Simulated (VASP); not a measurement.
Here is a VASP 6.6.1 calculation.

Contents of INCAR:

```
PREC = Accurate ; ENCUT = 520
EDIFF = 1E-6 ; ISMEAR = 0
SIGMA = 0.1 ; LREAL = False
LASPH = True ; NELM = 80
ALGO = Normal ; ISIF = 2
LWAVE = False ; LCHARG = True
GGA = PS ; LELF = True
LVHAR = True ; NBANDS = 20
```

File KPOINTS:

```
Automatic mesh
0
Gamma
  18 18 8
```

POSCAR

```
MoS2
1.0
    3.1355877345      0.0000000000      0.0000000000
   -1.5677938672      2.7154986339      0.0000000000
    0.0000000000      0.0000000000      6.5153922154
Mo S
1 2
Direct
    0.0000000000      0.0000000000      0.5000000000
    0.3333333333      0.6666666667      0.2553515689
    0.6666666667      0.3333333333      0.7446484311
```

Potentials or basis: VASP PAW PBE potentials, release 64 (Mo_sv, S).

The run is started by

```bash
$ cat potpaw_PBE.64/Mo_sv/POTCAR potpaw_PBE.64/S/POTCAR > POTCAR
$ mpirun -np 1 vasp_std > vasp.out
```

Question: What does it give for the band gap on the k mesh?

Answer: Zero (bands 13 and 14 overlap by 0.86 eV).

Question: What does it give for the pressure?

Answer: -0.7 GPa.

Caveat: the PAW data sets were made with another functional, which shifts forces and pressure a little; this functional lacks dispersion, which binds the layers, so the pressure and a relaxed spacing across them are unreliable.
